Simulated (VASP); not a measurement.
Write the native input for VASP 6.6.1 that does the following.

```yaml
Task: single point
Functional: PBEsol
Potentials_or_basis: VASP PAW PBE potentials, release 64 (Cu)
Cutoff: 520 eV
k_mesh: 22 × 22 × 22
Occupations: gaussian, width 0.15 eV
Spin: no spin polarisation
Dipole_correction: no
Further_INCAR_settings: ALGO = Normal; EDIFF = 1e-07; NBANDS = 12
```

The structure of Cu lies in POSCAR:

```
Cu
1.0
    0.0000000000      1.7803875000      1.7803875000
    1.7803875000      0.0000000000      1.7803875000
    1.7803875000      1.7803875000      0.0000000000
Cu
1
Direct
    0.0000000000      0.0000000000      0.0000000000
```

This cell differs from its parent crystal: strain -0.015 along x and y, -0.015 along z.

The input as run:

INCAR

```
SYSTEM = Cu
  PREC = Accurate
  ENCUT = 520
  EDIFF = 1E-7
  ISMEAR = 0
  SIGMA = 0.15
  LREAL = .False.
  LASPH = .True.
  NELM = 100
  ALGO = Normal
  ISIF = 2
  LWAVE = .False.
  LCHARG = .False.
  GGA = PS
  NBANDS = 12
```

KPOINTS

```
regular mesh
0
Gamma
  22 22 22
  0 0 0
```

Potentials or basis: VASP PAW PBE potentials, release 64 (Cu).

The run is started by

```sh
$ cat potpaw_PBE.64/Cu/POTCAR > POTCAR
$ mpirun -np 1 vasp_std > vasp.out
```

It gave:

| Property | Result |
| --- | --- |
| Pressure | 1.1 GPa |

Caveat: the cell differs from its parent crystal (strain -0.015 along x and y, -0.015 along z); the PAW data sets were made with another functional, which shifts forces and pressure a little.

It took 40 s on 1 thread of Intel Xeon 6975P-C, on a shared host, peak memory 0.16 GiB.
